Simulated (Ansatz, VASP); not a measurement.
# Two plane-wave programs on CuI

```
CELL_PARAMETERS angstrom
0.00000 3.03952 3.03952
3.03952 0.00000 3.03952
3.03952 3.03952 0.00000
ATOMIC_POSITIONS crystal
Cu 0.00000 0.00000 0.00000
I 0.25000 0.25000 0.25000
```

Alike in both runs: task electric field gradients; functional LDA; k mesh 12 × 12 × 12; occupations fermi-dirac, width 0.05 eV; no spin polarisation.

|  | VASP | Ansatz |
| --- | --- | --- |
| version | VASP 6.6.1 | Ansatz 0.2.0 |
| potentials or method | VASP PAW LDA potentials, release 64 (Cu, I) | PAW with Ansatz's default frozen-core files, scalar-relativistic |
| plane-wave cutoff (eV) | 520 | 420 |
| valence electrons in the cell | 18 | 36 |

|  | VASP | Ansatz | Ansatz less VASP |
| --- | --- | --- | --- |
| pressure (GPa) | -4.6 | -4.7 | -0.08 |

LDA's correlation is that of Perdew and Zunger in VASP and of Perdew and Wang (1992) in Ansatz. VASP's potentials hold 18 valence electrons a cell and Ansatz's 36, so a difference there can come from the potentials and not from the codes.

Spin-orbit coupling is off throughout.
